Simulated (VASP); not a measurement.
# TaSi2 (P6_222) in VASP: relaxation of cell and atoms with LDA

Aim: the relaxation of cell and atoms of TaSi2 with LDA.

Program: VASP 6.6.1. These are calculated values, not measurements. Logs are shortened: lines on timing, memory, paths and dates and some standing lists are left out, and cuts for length are marked.

## (1) The cell of the first run

The structure is hexagonal, space group P6_222 (No. 180). The conventional cell has a = 4.780 Å, b = 4.780 Å, c = 6.564 Å, α = 90.00°, β = 90.00°, γ = 120.00°. Ta (site symmetry 222) has 10 Si at 2.59 to 2.76 Å and 4 Ta at 3.24 Å within 3.4 Å. Si (site symmetry 2) has 9 Si at 2.59 to 3.24 Å and 5 Ta at 2.59 to 2.76 Å within 3.4 Å.

## (2) Relaxation of cell and atoms, LDA

INCAR

```
  PREC = Accurate
  ENCUT = 600
  EDIFF = 1E-6
  ISMEAR = -1
  SIGMA = 0.1
  LREAL = F
  LASPH = T
  NELM = 60
  ALGO = Normal
  ISIF = 3
  LWAVE = F
  LCHARG = F
  IBRION = 2
  NSW = 80
  EDIFFG = -0.01
```

KPOINTS

```
regular mesh
0
Gamma
  8 8 5
```

POSCAR

```
TaSi2
1.0
    4.7800000000      0.0000000000      0.0000000000
   -2.3900000000      4.1396014300      0.0000000000
    0.0000000000      0.0000000000      6.5640000000
Ta Si
3 6
Direct
    0.5000000000      0.0000000000      0.5000000000
    0.5000000000      0.5000000000      0.8333333300
    0.0000000000      0.5000000000      0.1666666700
    0.1666500000      0.3333000000      0.5000000000
    0.8333500000      0.1666500000      0.8333333300
    0.6667000000      0.8333500000      0.1666666700
    0.8333500000      0.6667000000      0.5000000000
    0.1666500000      0.8333500000      0.8333333300
    0.3333000000      0.1666500000      0.1666666700
```

Potentials or basis: VASP PAW LDA potentials, release 64 (Ta_pv, Si).

Launch:

```
cat potpaw_LDA.64/Ta_pv/POTCAR potpaw_LDA.64/Si/POTCAR > POTCAR
mpirun -np 1 vasp_std > vasp.out
```

OUTCAR:

```text
PREC = Accurate
   ENCUT = 600
   EDIFF = 1E-6
   ISMEAR = -1
   LREAL = F
   LASPH = T
   NELM = 60
   ISIF = 3
   IBRION = 2
   NSW = 80
   EDIFFG = -0.01

 ion  position               nearest neighbor table
   1  0.500  0.000  0.500-   6 2.59   9 2.59   8 2.59   5 2.59   4 2.76   7 2.76   7 2.76   4 2.76
                             4 2.76   7 2.76   2 3.24   2 3.24   3 3.24   3 3.24
   2  0.500  0.500  0.833-   4 2.59   7 2.59   6 2.59   9 2.59   5 2.76   8 2.76   8 2.76   5 2.76
                             8 2.76   5 2.76   1 3.24   1 3.24   3 3.24   3 3.24
   3  0.000  0.500  0.167-   4 2.59   7 2.59   5 2.59   8 2.59   9 2.76   6 2.76   9 2.76   6 2.76
                             6 2.76   9 2.76   1 3.24   1 3.24   2 3.24   2 3.24
   4  0.167  0.333  0.500-   5 2.59   9 2.59   3 2.59   2 2.59   7 2.76   1 2.76   1 2.76   1 2.76
                             7 2.76   7 2.76
   5  0.833  0.167  0.833-   4 2.59   6 2.59   1 2.59   3 2.59   8 2.76   2 2.76   2 2.76   2 2.76
                             8 2.76   8 2.76
   6  0.667  0.833  0.167-   7 2.59   5 2.59   1 2.59   2 2.59   9 2.76   3 2.76   3 2.76   3 2.76
                             9 2.76   9 2.76
   7  0.833  0.667  0.500-   8 2.59   6 2.59   3 2.59   2 2.59   4 2.76   1 2.76   1 2.76   1 2.76
                             4 2.76   4 2.76
   8  0.167  0.833  0.833-   7 2.59   9 2.59   1 2.59   3 2.59   5 2.76   2 2.76   2 2.76   2 2.76
                             5 2.76   5 2.76
   9  0.333  0.167  0.167-   4 2.59   8 2.59   1 2.59   2 2.59   6 2.76   3 2.76   3 2.76   3 2.76
                             6 2.76   6 2.76

  LATTYP: Found a hexagonal cell.
 ALAT       =     4.7800000000
 C/A-ratio  =     1.3732217573

  Lattice vectors:

 A1 = (   4.7800000000,   0.0000000000,   0.0000000000)
 A2 = (  -2.3900000000,   4.1396014300,   0.0000000000)
 A3 = (   0.0000000000,   0.0000000000,   6.5640000000)

Analysis of symmetry for initial positions (statically):
=====================================================================
 Subroutine PRICEL returns:
 Original cell was already a primitive cell.

 Routine SETGRP: Setting up the symmetry group for a
 hexagonal supercell.

 Subroutine GETGRP returns: Found 12 space group operations
 (whereof  4 operations were pure point group operations)
 out of a pool of 24 trial point group operations.

The static configuration has the point symmetry D_2 .
 The point group associated with its full space group is D_6 .

Analysis of symmetry for dynamics (positions and initial velocities):
=====================================================================
 Subroutine PRICEL returns:
 Original cell was already a primitive cell.

 Routine SETGRP: Setting up the symmetry group for a
 hexagonal supercell.

 Subroutine GETGRP returns: Found 12 space group operations
 (whereof  4 operations were pure point group operations)
 out of a pool of 24 trial point group operations.

The dynamic configuration has the point symmetry D_2 .
 The point group associated with its full space group is D_6 .

 Subroutine INISYM returns: Found 12 space group operations
 (whereof  4 operations are pure point group operations),
 and found     1 'primitive' translations

----------------------------------------------------------------------------------------

                                     Primitive cell

  volume of cell :     129.8838

  direct lattice vectors                    reciprocal lattice vectors
     4.780000000  0.000000000  0.000000000     0.209205021  0.120784575  0.000000000
    -2.390000000  4.139601430  0.000000000     0.000000000  0.241569150  0.000000000
     0.000000000  0.000000000  6.564000000     0.000000000  0.000000000  0.152346130

  length of vectors
     4.780000000  4.780000000  6.564000000     0.241569150  0.241569150  0.152346130

  position of ions in fractional coordinates (direct lattice)
     0.500000000  0.000000000  0.500000000
     0.500000000  0.500000000  0.833333330
     0.000000000  0.500000000  0.166666670
     0.166650000  0.333300000  0.500000000
     0.833350000  0.166650000  0.833333330
     0.666700000  0.833350000  0.166666670
     0.833350000  0.666700000  0.500000000
     0.166650000  0.833350000  0.833333330
     0.333300000  0.166650000  0.166666670

  ion indices of the primitive-cell ions
   primitive index   ion index
                 1           1
[... 23 lines left out ...]

  Length of vectors
     0.030196144  0.030196144  0.030469226

  Shift w.r.t. Gamma in fractional coordinates (k-lattice)
     0.000000000  0.000000000  0.000000000

 Subroutine IBZKPT returns following result:
 ===========================================

 Found     30 irreducible k-points:

 Following reciprocal coordinates:
            Coordinates               Weight
  0.000000  0.000000  0.000000      1.000000
  0.125000  0.000000  0.000000      6.000000
  0.250000  0.000000  0.000000      6.000000
  0.375000  0.000000  0.000000      6.000000
  0.500000  0.000000  0.000000      3.000000
  0.125000  0.125000  0.000000      6.000000
[... 16 lines left out ...]
  0.250000  0.000000  0.400000     12.000000
  0.375000  0.000000  0.400000     12.000000
 [... further k-points ...]
   k-points           NKPTS =     30   k-points in BZ     NKDIM =     30   number of bands    NBANDS=     34
   number of dos      NEDOS =    301   number of ions     NIONS =      9
   total plane-waves  NPLWV =  86400
   dimension x,y,z NGX =    40 NGY =   40 NGZ =   54
   dimension x,y,z NGXF=    80 NGYF=   80 NGZF=  108
   ions per type =               3   6
   NGX,Y,Z   is equivalent  to a cutoff of  13.91, 13.91, 13.68 a.u.
   NGXF,Y,Z  is equivalent  to a cutoff of  27.82, 27.82, 27.35 a.u.
 SYSTEM =  unknown system
   PREC   = accura    normal or accurate (medium, high low for compatibility)
   ISTART =      0    job   : 0-new  1-cont  2-samecut
   ICHARG =      2    charge: 1-file 2-atom 10-const
   ISPIN  =      1    spin polarized calculation?
   LNONCOLLINEAR =      F non collinear calculations
   LSORBIT =      F    spin-orbit coupling
   LASPH  =      T    aspherical Exc in radial PAW
   ENCUT  =  600.0 eV  44.10 Ry    6.64 a.u.   9.55  9.55 13.11*2*pi/ulx,y,z
   NELM   =     60;   NELMIN=  2; NELMDL= -5     # of ELM steps
   EDIFF  = 0.1E-05   stopping-criterion for ELM
   LREAL  =      F    real-space projection
   EDIFFG = -.1E-01   stopping-criterion for IOM
   NSW    =     80    number of steps for IOM
   IBRION =      2    ionic relax: 0-MD 1-quasi-New 2-CG
   NFREE  =      1    steps in history (QN), initial steepest desc. (CG)
   ISIF   =      3    stress and relaxation
   ISYM   =      2    0-nonsym 1-usesym 2-fastsym
   POTIM  = 0.5000    time-step for ionic-motion
   TEBEG  =    0.0;   TEEND  =   0.0 temperature during run
   PSTRESS=    0.0 pullay stress
   NELECT =      57.0000    total number of electrons
   NUPDOWN=      -1.0000    fix difference up-down
   EMIN   =  10.00;   EMAX   =-10.00  energy-range for DOS
   EFERMI =   0.00;   METHOD = LEGACY
   ISMEAR =    -1;   SIGMA  =   0.10  broadening in eV -4-tet -1-fermi 0-gaus
   EFERMI_NEDOS =   21; number of points for ismear=-14 and -15
   IALGO  =     38    algorithm
   IMIX   =      4    mixing-type and parameters
     AMIX     =   0.40;   BMIX     =  1.00
     AMIX_MAG =   1.60;   BMIX_MAG =  1.00
  volume/ion in A,a.u.               =      14.43        97.39
  Fermi-wavevector in a.u.,A,eV,Ry     =   1.244079  2.350969 21.058195  1.547734
  Thomas-Fermi vector in A             =   2.378362
   LORBIT       =      0    0 simple, 1 ext, 2 COOP (PROOUT), +10 PAW based schemes
   GGA     = CA    functional components
   LHFCALC =     F    Hartree Fock is set to
   AEXX    =    0.0000 exact exchange contribution
   IVDW    =     0    specifies the selected vdW correction
   LEPSILON=     F    determine dielectric tensor
   LRPA    =     F    only Hartree local field effects (RPA)
 conjugate gradient relaxation of ions
 non-spin polarized calculation
  energy-cutoff  :      600.00
  volume of cell :      129.88
 maximum number of plane-waves:      4370
 NGX is ok and might be reduce to    40
   NGX = 19   NGY = 19   NGZ = 27

--------------------------------------- Ionic step        1  -------------------------------------------

 number of electron      56.9999997 magnetization

 Free energy of the ion-electron system (eV)
  ---------------------------------------------------
  ext. energy  EPLUGINS =         0.00000000
  ---------------------------------------------------
  free energy    TOTEN  =       -79.23977718 eV

  energy without entropy =      -79.13056478  energy(sigma->0) =      -79.18517098

------------------------ aborting loop because EDIFF is reached ----------------------------------------

  FORCE on cell =-STRESS in cart. coord.  units (eV):
  Direction    XX          YY          ZZ          XY          YZ          ZX
  --------------------------------------------------------------------------------------
  -------------------------------------------------------------------------------------
  Total       -3.6308655     -3.6308655     -2.5179481      0.0000000      0.0000000      0.0000000
  in kB      -44.7884207    -44.7884207    -31.0600654      0.0000000      0.0000000      0.0000000
  external PRESSURE =     -40.2123023 kB  Pullay stress =       0.0000000 kB
[... 110 lines left out ...]
  FREE ENERGIE OF THE ION-ELECTRON SYSTEM (eV)
  ---------------------------------------------------
  free  energy   TOTEN  =       -79.3467758296 eV

  energy  without entropy=      -79.2449732222  energy(sigma->0) =      -79.29587453

[... ionic steps 4 to 7 ...]

--------------------------------------- Ionic step        8  -------------------------------------------

 number of electron      57.0000000 magnetization

------------------------ aborting loop because EDIFF is reached ----------------------------------------
[... 81 lines left out ...]
--------------------------------------- Ionic step       10  -------------------------------------------

 number of electron      57.0000000 magnetization

 Free energy of the ion-electron system (eV)
  ---------------------------------------------------
  ext. energy  EPLUGINS =         0.00000000
  ---------------------------------------------------
  free energy    TOTEN  =       -79.41218069 eV

  energy without entropy =      -79.31988542  energy(sigma->0) =      -79.36603306

 E-fermi :   9.5879     XC(G=0): -12.3096

 val. band max:        9.5865477475   @ k =   0.3750   0.1250   0.2000
 cond. band min:       9.5923206561   @ k =   0.5000   0.0000   0.0000
 fundamental gap:      0.0057729086
 Fermi energy:         9.5879372891

 k-point     1 :       0.0000    0.0000    0.0000
  band No.  band energies     occupation
      1     -24.5338      2.00000
      2     -24.5338      2.00000
      3     -24.5208      2.00000
      4     -24.4527      2.00000
      5     -24.4527      2.00000
      6     -24.3508      2.00000
[... 877 lines left out ...]
     33      11.9096      0.00000
     34      12.3926      0.00000

 [... further k-points ...]
[... 5 lines left out ...]
  --------------------------------------------------------------------------------------
  -------------------------------------------------------------------------------------
  Total       -0.0103828     -0.0103828      0.0396344      0.0000000      0.0000000      0.0000000
  in kB       -0.1311468     -0.1311468      0.5006302      0.0000000      0.0000000      0.0000000
  external PRESSURE =       0.0794455 kB  Pullay stress =       0.0000000 kB
[... 24 lines left out ...]
  FREE ENERGIE OF THE ION-ELECTRON SYSTEM (eV)
  ---------------------------------------------------
  free  energy   TOTEN  =       -79.4121806917 eV

  energy  without entropy=      -79.3198854237  energy(sigma->0) =      -79.36603306

 reached required accuracy - stopping structural energy minimisation
```

Run time: 20 min. Hardware: 1 thread of Intel Xeon Platinum 8488C (Sapphire Rapids), shared host; peak memory 0.32 GiB.

Results:

| Property | Result |
| --- | --- |
| Free energy | -79.4122 eV |
| Relaxed volume | 14.09 Å³/atom |
| Relaxed cell | a = 4.739 Å, b = 4.739 Å, c = 6.522 Å, α = 90.00°, β = 90.00°, γ = 120.00° |
| Space group after relaxing (to 0.1 Å) | P6_222 (No. 180) |
| Energy gained by relaxing | 19.2 meV/atom |
| Ionic steps | 10 |
| Pressure after relaxing | 0.0 GPa |
| Largest force after relaxing | 0.009 eV/Å |
| Band gap on the k mesh | zero (an odd number of electrons rules out a gap without spin polarisation) |

Forces in eV/Å, atoms in the order of the input:
```
Ta   0.000  0.000  0.000
Ta   0.000  0.000  0.000
Ta   0.000  0.000  0.000
Si   0.000 -0.009  0.000
Si   0.008 -0.004  0.000
Si   0.008  0.004  0.000
Si   0.000  0.009  0.000
Si  -0.008  0.004  0.000
Si  -0.008 -0.004  0.000
```

Step by step:
| step | energy change (eV) | largest force (eV/Å) | pressure (GPa) | volume (Å³) |
| --- | --- | --- | --- | --- |
| 1 | 0.0000 | 0.7017 | -4.02 | 129.88 |
| 2 | -0.0761 | 0.3600 | 6.36 | 123.19 |
| 3 | -0.1070 | 0.5000 | 2.48 | 125.45 |
| 4 | -0.1667 | 0.0060 | 0.29 | 126.56 |
| 5 | -0.1670 | 0.0253 | 0.40 | 126.49 |
| 6 | -0.1716 | 0.0067 | -0.42 | 127.14 |
| 7 | -0.1723 | 0.0117 | -0.21 | 126.97 |
| 8 | -0.1723 | 0.0114 | -0.22 | 126.98 |
| 9 | -0.1723 | 0.0058 | 0.25 | 126.69 |
| 10 | -0.1724 | 0.0088 | 0.01 | 126.84 |

Final structure:
```yaml
crystal:
  lattice:
    - [4.73882, 0.00000, 0.00000]
    - [-2.36941, 4.10394, 0.00000]
    - [0.00000, 0.00000, 6.52221]
  atoms:
    - { symbol: Ta, position: [0.50000, 0.00000, 0.50000] }
    - { symbol: Ta, position: [0.50000, 0.50000, 0.83333] }
    - { symbol: Ta, position: [0.00000, 0.50000, 0.16667] }
    - { symbol: Si, position: [0.15956, 0.31912, 0.50000] }
    - { symbol: Si, position: [0.84044, 0.15956, 0.83333] }
    - { symbol: Si, position: [0.68088, 0.84044, 0.16667] }
    - { symbol: Si, position: [0.84044, 0.68088, 0.50000] }
    - { symbol: Si, position: [0.15956, 0.84044, 0.83333] }
    - { symbol: Si, position: [0.31912, 0.15956, 0.16667] }
```

Levels at points of the mesh, in eV from the Fermi level:
```
           k point  band 25  band 26  band 27  band 28  band 29  band 30  band 31  band 32  band 33  band 34
(0.00, 0.00, 0.00)    -2.48    -2.36    -2.21    -2.21    -1.40     0.72     3.12     3.12     3.58     3.66
(0.50, 0.00, 0.00)    -2.10    -1.12    -0.78    -0.11     0.00     0.88     1.26     1.65     2.03     2.33
```

Caveat: spin-orbit coupling is left out, which moves the levels of the heavy elements; an odd number of electrons without spin polarisation forces a metal; a magnetic or distorted state may lie lower.
